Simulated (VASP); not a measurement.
Input of a VASP 6.6.1 run:

File INCAR:

```
SYSTEM = SbPt
  ALGO = Normal
  EDIFF = 1E-7
  EDIFFG = -0.01
  ENCUT = 600
  GGA = PS
  IBRION = 2
  ISIF = 4
  ISMEAR = 0
  LASPH = .True.
  LCHARG = .False.
  LREAL = .False.
  LWAVE = .False.
  NELM = 100
  NSW = 50
  PREC = Accurate
  SIGMA = 0.1
```

The input KPOINTS:

```
k-points
0
Gamma
  12 12 8
  0 0 0
```

The input POSCAR:

```
SbPt
1.0
    4.0799213699      0.0000000000      0.0000000000
   -2.0399606850      3.5333155518      0.0000000000
    0.0000000000      0.0000000000      5.3718862691
Sb Pt
2 2
Direct
    0.3333333333      0.6666666667      0.2500000000
    0.6666666667      0.3333333333      0.7500000000
    0.0000000000      0.0000000000      0.0000000000
    0.0000000000      0.0000000000      0.5000000000
```

Potentials or basis: VASP PAW PBE potentials, release 64 (Sb, Pt).

Command:

```console
$ cat potpaw_PBE.64/Sb/POTCAR potpaw_PBE.64/Pt/POTCAR > POTCAR
$ mpirun -np 1 vasp_std > vasp.out
```

Estimate the band gap on the k mesh.

zero (bands 15 and 16 overlap by 4.38 eV).

The path:
| step | energy change (eV) | largest force (eV/Å) | pressure (GPa) | volume (Å³) |
| --- | --- | --- | --- | --- |
| 1 | 0.0000 | 0.0000 | 10.07 | 77.44 |
| 2 | -0.0004 | 0.0000 | 10.01 | 77.44 |

Caveat: the PAW data sets were made with another functional, which shifts forces and pressure a little; spin-orbit coupling is left out, which moves the levels of the heavy elements.
